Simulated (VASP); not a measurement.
# SiNi2 (Pnma) in VASP: a series of runs

SiNi2 is run at these levels: revPBE; tasks: single point, relaxation of cell and atoms.

All numbers are computed with VASP 6.6.1; they aren't measurements. Logs are shortened: lines on timing, memory, paths and dates and some standing lists are left out, and cuts for length are marked.

### 1 The cell of the first run

The structure is orthorhombic, space group Pnma (No. 62). Conventional cell: a = 5.064 Å, b = 3.750 Å, c = 7.103 Å, α = 90.00°, β = 90.00°, γ = 90.00°. Within 3.1 Å of Ni (site symmetry m) lie 5 Si at 2.32 to 2.79 Å and 8 Ni at 2.59 to 2.73 Å. Ni (site symmetry m) has 5 Si at 2.36 to 2.59 Å and 8 Ni at 2.59 to 2.73 Å within 3.1 Å. Within 3.4 Å of Si (site symmetry m) lie 11 Ni at 2.32 to 3.36 Å and 4 Si at 3.18 to 3.30 Å.

### 2 Single point, revPBE, collinear spin, ferromagnetic start

INCAR

```
  PREC = Accurate
  ENCUT = 520
  EDIFF = 1E-6
  ISMEAR = -1
  SIGMA = 0.05
  LREAL = False
  LASPH = True
  NELM = 150
  ALGO = Normal
  ISIF = 2
  LWAVE = False
  LCHARG = False
  ISPIN = 2
  MAGMOM = 1 1 1 1 1 1 1 1 0 0 0 0
  LORBIT = 11
  LMAXMIX = 4
  GGA = RE
  NBANDS = 64
  KPAR = 4
```

KPOINTS

```
Automatic mesh
0
Gamma
  6 7 4
```

POSCAR

```
SiNi2
1.0
    5.0636551724      0.0000000000      0.0000000000
    0.0000000000      3.7497113279      0.0000000000
    0.0000000000      0.0000000000      7.1028460966
Ni Si
8 4
Direct
    0.3313345163      0.7500000000      0.9397398842
    0.6686654837      0.2500000000      0.0602601158
    0.1686654837      0.2500000000      0.4397398842
    0.8313345163      0.7500000000      0.5602601158
    0.4593354171      0.7500000000      0.2970167594
    0.5406645829      0.2500000000      0.7029832406
    0.0406645829      0.2500000000      0.7970167594
    0.9593354171      0.7500000000      0.2029832406
    0.7858686871      0.7500000000      0.8851157367
    0.2141313129      0.2500000000      0.1148842633
    0.7141313129      0.2500000000      0.3851157367
    0.2858686871      0.7500000000      0.6148842633
```

Potentials or basis: VASP PAW PBE potentials, release 64 (Ni, Si).

The run is started by

```sh
> cat potpaw_PBE.64/Ni/POTCAR potpaw_PBE.64/Si/POTCAR > POTCAR
> mpirun -np 4 vasp_std > vasp.out
```

OUTCAR:

```text
PREC = Accurate
   ENCUT = 520
   EDIFF = 1E-6
   ISMEAR = -1
   LREAL = False
   LASPH = True
   NELM = 150
   ISIF = 2
   ISPIN = 2
   LORBIT = 11
   GGA = RE

 ion  position               nearest neighbor table
   1  0.331  0.750  0.940-  12 2.32  10 2.33  10 2.33   9 2.33   7 2.59   7 2.59   5 2.62   8 2.65
                             2 2.68   2 2.68   6 2.73   6 2.73   9 2.79
   2  0.669  0.250  0.060-  11 2.32   9 2.33   9 2.33  10 2.33   8 2.59   8 2.59   6 2.62   7 2.65
                             1 2.68   1 2.68   5 2.73   5 2.73  10 2.79
   3  0.169  0.250  0.440-  10 2.32  12 2.33  12 2.33  11 2.33   5 2.59   5 2.59   7 2.62   6 2.65
                             4 2.68   4 2.68   8 2.73   8 2.73  11 2.79
   4  0.831  0.750  0.560-   9 2.32  11 2.33  11 2.33  12 2.33   6 2.59   6 2.59   8 2.62   5 2.65
                             3 2.68   3 2.68   7 2.73   7 2.73  12 2.79
   5  0.459  0.750  0.297-  11 2.36  11 2.36  12 2.42   3 2.59   3 2.59  10 2.59  10 2.59   8 2.62
                             8 2.62   1 2.62   4 2.65   2 2.73   2 2.73
   6  0.541  0.250  0.703-  12 2.36  12 2.36  11 2.42   4 2.59   4 2.59   9 2.59   9 2.59   7 2.62
                             7 2.62   2 2.62   3 2.65   1 2.73   1 2.73
   7  0.041  0.250  0.797-   9 2.36   9 2.36  10 2.42   1 2.59   1 2.59  12 2.59  12 2.59   6 2.62
                             6 2.62   3 2.62   2 2.65   4 2.73   4 2.73
   8  0.959  0.750  0.203-  10 2.36  10 2.36   9 2.42   2 2.59   2 2.59  11 2.59  11 2.59   5 2.62
                             5 2.62   4 2.62   1 2.65   3 2.73   3 2.73
   9  0.786  0.750  0.885-   4 2.32   2 2.33   2 2.33   1 2.33   7 2.36   7 2.36   8 2.42   6 2.59
                             6 2.59   1 2.79
  10  0.214  0.250  0.115-   3 2.32   1 2.33   1 2.33   2 2.33   8 2.36   8 2.36   7 2.42   5 2.59
                             5 2.59   2 2.79
  11  0.714  0.250  0.385-   2 2.32   4 2.33   4 2.33   3 2.33   5 2.36   5 2.36   6 2.42   8 2.59
                             8 2.59   3 2.79
  12  0.286  0.750  0.615-   1 2.32   3 2.33   3 2.33   4 2.33   6 2.36   6 2.36   5 2.42   7 2.59
                             7 2.59   4 2.79

  LATTYP: Found a simple orthorhombic cell.
 ALAT       =     3.7497113279
 B/A-ratio  =     1.3504119996
 C/A-ratio  =     1.8942381094

  Lattice vectors:

 A1 = (   0.0000000000,  -3.7497113279,   0.0000000000)
 A2 = (   5.0636551724,   0.0000000000,   0.0000000000)
 A3 = (   0.0000000000,   0.0000000000,   7.1028460966)

Analysis of symmetry for initial positions (statically):
=====================================================================
 Subroutine PRICEL returns:
 Original cell was already a primitive cell.

 Routine SETGRP: Setting up the symmetry group for a
 simple orthorhombic supercell.

 Subroutine GETGRP returns: Found  8 space group operations
 (whereof  2 operations were pure point group operations)
 out of a pool of  8 trial point group operations.

The static configuration has the point symmetry S_2 .
 The point group associated with its full space group is D_2h.

Analysis of symmetry for dynamics (positions and initial velocities):
=====================================================================
 Subroutine PRICEL returns:
 Original cell was already a primitive cell.

 Routine SETGRP: Setting up the symmetry group for a
 simple orthorhombic supercell.

 Subroutine GETGRP returns: Found  8 space group operations
 (whereof  2 operations were pure point group operations)
 out of a pool of  8 trial point group operations.

The dynamic configuration has the point symmetry S_2 .
 The point group associated with its full space group is D_2h.

Analysis of structural, dynamic, and magnetic symmetry:
=====================================================================
 Subroutine PRICEL returns:
 Original cell was already a primitive cell.

 Routine SETGRP: Setting up the symmetry group for a
 simple orthorhombic supercell.

 Subroutine GETGRP returns: Found  8 space group operations
 (whereof  2 operations were pure point group operations)
 out of a pool of  8 trial point group operations.

The overall configuration has the point symmetry S_2 .
 The point group associated with its full space group is D_2h.

 Subroutine INISYM returns: Found  8 space group operations
 (whereof  2 operations are pure point group operations),
 and found     1 'primitive' translations

----------------------------------------------------------------------------------------

                                     Primitive cell

  volume of cell :     134.8635

  direct lattice vectors                    reciprocal lattice vectors
     5.063655172  0.000000000  0.000000000     0.197485801  0.000000000  0.000000000
     0.000000000  3.749711328  0.000000000     0.000000000  0.266687196  0.000000000
     0.000000000  0.000000000  7.102846097     0.000000000  0.000000000  0.140788634

  length of vectors
[... 58 lines left out ...]
  energy-cutoff  :      520.00
  volume of cell :      134.86
 maximum number of plane-waves:      3652
 NGX is ok and might be reduce to    40
   NGX = 19   NGY = 13   NGZ = 27

 number of electron      95.9999950 magnetization      -0.0311579

 number of electron      95.9999950 magnetization       0.0022489

 Free energy of the ion-electron system (eV)
  ---------------------------------------------------
  ext. energy  EPLUGINS =         0.00000000
  ---------------------------------------------------
  free energy    TOTEN  =       -67.76702067 eV

  energy without entropy =      -67.71439703  energy(sigma->0) =      -67.74070885

 E-fermi :  10.7801     XC(G=0): -12.7135

 val. band max:       10.7732953772   @ k =   0.0000   0.2857   0.2500
 cond. band min:      10.7808524113   @ k =   0.0000   0.2857   0.2500
 fundamental gap:      0.0075570341
 Fermi energy:        10.7801318996

 spin component 1

 k-point     1 :       0.0000    0.0000    0.0000
  band No.  band energies     occupation
      1      -1.6156      1.00000
      2       0.9172      1.00000
      3       0.9597      1.00000
      4       2.6870      1.00000
      5       4.3192      1.00000
      6       4.8013      1.00000
[... 1501 lines left out ...]
     59      16.1463      0.00000
     60      16.1463      0.00000

 [... further k-points ...]

 spin component 2

 k-point     1 :       0.0000    0.0000    0.0000
  band No.  band energies     occupation
      1      -1.6154      1.00000
      2       0.9173      1.00000
      3       0.9599      1.00000
      4       2.6871      1.00000
      5       4.3194      1.00000
      6       4.8014      1.00000
[... 1501 lines left out ...]
     59      16.1465      0.00000
     60      16.1465      0.00000

 [... further k-points ...]

 [bands above 60 left out]

------------------------ aborting loop because EDIFF is reached ----------------------------------------

  FORCE on cell =-STRESS in cart. coord.  units (eV):
  Direction    XX          YY          ZZ          XY          YZ          ZX
  --------------------------------------------------------------------------------------
  -------------------------------------------------------------------------------------
  Total        0.0432142      0.1051996      0.0414298      0.0000000      0.0000000      0.0000000
  in kB        0.5133842      1.2497701      0.4921861      0.0000000      0.0000000      0.0000000
  external PRESSURE =       0.7517801 kB  Pullay stress =       0.0000000 kB

 VOLUME and BASIS-vectors are now :
 -----------------------------------------------------------------------------
  energy-cutoff  :      520.00
  volume of cell :      134.86
      direct lattice vectors                 reciprocal lattice vectors
     5.063655172  0.000000000  0.000000000     0.197485801  0.000000000  0.000000000
     0.000000000  3.749711328  0.000000000     0.000000000  0.266687196  0.000000000
     0.000000000  0.000000000  7.102846097     0.000000000  0.000000000  0.140788634

 POSITION                                       TOTAL-FORCE (eV/Angst)
 -----------------------------------------------------------------------------------
      1.67776      2.81228      6.67483        -0.002488     -0.000000      0.000744
      3.38589      0.93743      0.42802         0.002488      0.000000     -0.000744
      0.85406      0.93743      3.12340         0.002488      0.000000      0.000744
      4.20959      2.81228      3.97944        -0.002488      0.000000     -0.000744
      2.32592      2.81228      2.10966        -0.006235     -0.000000     -0.003262
      2.73774      0.93743      4.99318         0.006235      0.000000      0.003262
      0.20591      0.93743      5.66109         0.006235      0.000000     -0.003262
      4.85774      2.81228      1.44176        -0.006235      0.000000      0.003262
      3.97937      2.81228      6.28684        -0.005552      0.000000     -0.000902
      1.08429      0.93743      0.81601         0.005552      0.000000      0.000902
      3.61611      0.93743      2.73542         0.005552     -0.000000     -0.000902
      1.44754      2.81228      4.36743        -0.005552      0.000000      0.000902
 -----------------------------------------------------------------------------------
    total drift:                                0.000000      0.000000     -0.000000

  FREE ENERGIE OF THE ION-ELECTRON SYSTEM (eV)
  ---------------------------------------------------
  free  energy   TOTEN  =       -67.7670206722 eV

  energy  without entropy=      -67.7143970311  energy(sigma->0) =      -67.74070885

 total charge

# of ion       s       p       d       tot
------------------------------------------
    1        0.467   0.570   8.458   9.494
    2        0.467   0.570   8.458   9.494
    3        0.467   0.570   8.458   9.494
    4        0.467   0.570   8.458   9.494
    5        0.430   0.521   8.441   9.392
    6        0.430   0.521   8.441   9.392
    7        0.430   0.521   8.441   9.392
    8        0.430   0.521   8.441   9.392
    9        0.731   0.877   0.000   1.608
   10        0.731   0.877   0.000   1.608
   11        0.731   0.877   0.000   1.608
   12        0.731   0.877   0.000   1.608
--------------------------------------------------
tot          6.511   7.871  67.595  81.977

 magnetization (x)

# of ion       s       p       d       tot
------------------------------------------
    1        0.000   0.000   0.000   0.000
    2        0.000   0.000   0.000   0.000
    3        0.000   0.000   0.000   0.000
    4        0.000   0.000   0.000   0.000
    5        0.000   0.000   0.000   0.000
    6        0.000   0.000   0.000   0.000
    7        0.000   0.000   0.000   0.000
    8        0.000   0.000   0.000   0.000
    9       -0.000   0.000   0.000   0.000
   10       -0.000   0.000   0.000   0.000
   11       -0.000   0.000   0.000   0.000
   12       -0.000   0.000   0.000   0.000
--------------------------------------------------
tot          0.000   0.000   0.000   0.000
```

Wall time 3.3 min (4 MPI ranks of Intel Xeon 6975P-C (Granite Rapids), shared host); peak memory 0.65 GiB.

What came out:

```
Free energy                                           : -67.7670 eV
Pressure                                              : 0.1 GPa
Largest force                                         : 0.007 eV/Å
Band gap on the k mesh                                : zero (filled and empty bands overlap)
Net moment                                            : 0.00 μB per cell
Valence electrons inside the program's atomic spheres : Ni 9.49, 9.39 (each value once); Si 1.61
```

Forces in eV/Å, atoms in the order of the input:
```
Ni  -0.002  0.000  0.001
Ni   0.002  0.000 -0.001
Ni   0.002  0.000  0.001
Ni  -0.002  0.000 -0.001
Ni  -0.006  0.000 -0.003
Ni   0.006  0.000  0.003
Ni   0.006  0.000 -0.003
Ni  -0.006  0.000  0.003
Si  -0.006  0.000 -0.001
Si   0.006  0.000  0.001
Si   0.006  0.000 -0.001
Si  -0.006  0.000  0.001
```

Caveat: the moments typed at the start vanished in this run; the PAW data sets were made with another functional, which shifts forces and pressure a little.

### 3 Relaxation of cell and atoms, revPBE, collinear spin, ferromagnetic start

This run uses another cell than the first one, of 10.87 Å³/atom.

INCAR

```
PREC = Accurate
ENCUT = 600
EDIFF = 1E-6
ISMEAR = -1
SIGMA = 0.05
LREAL = False
LASPH = True
NELM = 150
ALGO = Fast
ISIF = 3
LWAVE = False
LCHARG = False
ISPIN = 2
MAGMOM = 1 1 1 1 1 1 1 1 0 0 0 0
LORBIT = 11
LMAXMIX = 4
GGA = RE
IBRION = 2
NSW = 60
EDIFFG = -0.01
KPAR = 4
```

KPOINTS is that of step 2.

POSCAR

```
SiNi2
1.0
    4.9900000000      0.0000000000      0.0000000000
    0.0000000000      3.7200000000      0.0000000000
    0.0000000000      0.0000000000      7.0300000000
Ni Si
8 4
Direct
    0.3250000000      0.7500000000      0.9370000000
    0.6750000000      0.2500000000      0.0630000000
    0.1750000000      0.2500000000      0.4370000000
    0.8250000000      0.7500000000      0.5630000000
    0.4580000000      0.7500000000      0.2970000000
    0.5420000000      0.2500000000      0.7030000000
    0.0420000000      0.2500000000      0.7970000000
    0.9580000000      0.7500000000      0.2030000000
    0.7860000000      0.7500000000      0.8860000000
    0.2140000000      0.2500000000      0.1140000000
    0.7140000000      0.2500000000      0.3860000000
    0.2860000000      0.7500000000      0.6140000000
```

Potentials or basis: VASP PAW PBE potentials, release 64 (Ni, Si).

The run is started by

```sh
> cat potpaw_PBE.64/Ni/POTCAR potpaw_PBE.64/Si/POTCAR > POTCAR
> mpirun -np 4 vasp_std > vasp.out
```

It took 27 min on 4 MPI ranks of Intel Xeon 6975P-C (Granite Rapids), shared host; peak memory 0.75 GiB.

It converged, with:

| Item | Value |
| --- | --- |
| Free energy | -67.7622 eV |
| Relaxed volume | 11.23 Å³/atom |
| Relaxed cell | a = 5.057 Å, b = 3.752 Å, c = 7.102 Å, α = 90.00°, β = 90.00°, γ = 90.00° |
| Space group after relaxing (to 0.1 Å) | Pnma (No. 62) |
| Energy gained by relaxing | 9.3 meV/atom |
| Ionic steps | 18 |
| Pressure after relaxing | 0.0 GPa |
| Largest force after relaxing | 0.006 eV/Å |
| Band gap on the k mesh | zero (filled and empty bands overlap) |
| Net moment | 0.00 μB per cell |
| Valence electrons inside the program's atomic spheres | Ni 9.49, 9.39 (each value once); Si 1.61 |

Forces on the atoms (eV/Å):
```
Ni  -0.003  0.000  0.000
Ni   0.003  0.000  0.000
Ni   0.003  0.000  0.000
Ni  -0.003  0.000  0.000
Ni   0.005  0.000  0.004
Ni  -0.005  0.000 -0.004
Ni  -0.005  0.000  0.004
Ni   0.005  0.000 -0.004
Si  -0.001  0.000 -0.005
Si   0.001  0.000  0.005
Si   0.001  0.000 -0.005
Si  -0.001  0.000  0.005
```

The path:
```csv
step,energy change (eV),largest force (eV/Å),pressure (GPa),volume (Å³)
1,0.0000,0.3689,6.68,130.50
2,-0.0173,0.0918,-5.92,139.25
3,-0.0999,0.2080,-0.41,134.95
4,-0.0998,0.2121,-0.28,134.86
5,-0.1074,0.1006,0.00,134.67
6,-0.1093,0.0710,0.23,134.51
7,-0.1105,0.0345,-0.12,134.80
8,-0.1105,0.0379,-0.20,134.85
9,-0.1109,0.0275,0.08,134.64
10,-0.1109,0.0287,0.11,134.65
11,-0.1111,0.0166,0.04,134.71
12,-0.1112,0.0189,-0.02,134.77
13,-0.1113,0.0199,-0.06,134.78
14,-0.1114,0.0107,0.03,134.71
15,-0.1114,0.0108,0.08,134.70
16,-0.1115,0.0105,-0.05,134.82
17,-0.1115,0.0104,-0.05,134.80
18,-0.1116,0.0065,0.04,134.78
```

Final structure:
```cif
data_structure
_symmetry_space_group_name_H-M 'P 1'
_symmetry_Int_Tables_number 1
_cell_length_a 5.0575
_cell_length_b 3.7522
_cell_length_c 7.1021
_cell_angle_alpha 90.000
_cell_angle_beta 90.000
_cell_angle_gamma 90.000
_cell_volume 134.78
loop_
_atom_site_label
_atom_site_type_symbol
_atom_site_fract_x
_atom_site_fract_y
_atom_site_fract_z
_atom_site_occupancy
Ni1 Ni 0.33105 0.75000 0.93967 1
Ni2 Ni 0.66895 0.25000 0.06033 1
Ni3 Ni 0.16895 0.25000 0.43967 1
Ni4 Ni 0.83105 0.75000 0.56033 1
Ni5 Ni 0.45905 0.75000 0.29656 1
Ni6 Ni 0.54095 0.25000 0.70344 1
Ni7 Ni 0.04095 0.25000 0.79656 1
Ni8 Ni 0.95905 0.75000 0.20344 1
Si1 Si 0.78629 0.75000 0.88537 1
Si2 Si 0.21371 0.25000 0.11463 1
Si3 Si 0.71371 0.25000 0.38537 1
Si4 Si 0.28629 0.75000 0.61463 1
```

Levels at points of the mesh, in eV from the Fermi level:
Spin up:
```
           k point  band 46  band 47  band 48  band 49  band 50  band 51
(0.00, 0.00, 0.00)    -0.90    -0.59    -0.22     0.63     0.85     1.91
(0.50, 0.00, 0.00)    -0.90     1.20     1.20     1.86     1.86     2.60
(0.00, 0.00, 0.50)    -1.02    -0.38    -0.38     0.25     0.25     1.35
(0.50, 0.00, 0.50)    -0.57     0.31     0.31     1.85     1.85     1.86
```
Spin down:
```csv
k point,band 45,band 46,band 47,band 48,band 49,band 50,band 51,band 52
"(0.00, 0.00, 0.00)",-0.92,-0.90,-0.59,-0.22,0.63,0.85,1.91,2.22
"(0.50, 0.00, 0.00)",-0.90,-0.90,1.20,1.20,1.86,1.86,2.60,2.60
"(0.00, 0.00, 0.50)",-1.02,-1.02,-0.38,-0.38,0.25,0.25,1.35,1.35
"(0.50, 0.00, 0.50)",-0.57,-0.57,0.31,0.31,1.85,1.85,1.86,1.86
```

Caveat: the moments typed at the start vanished in this run; the PAW data sets were made with another functional, which shifts forces and pressure a little. Zero-point motion and thermal expansion aren't in these numbers.
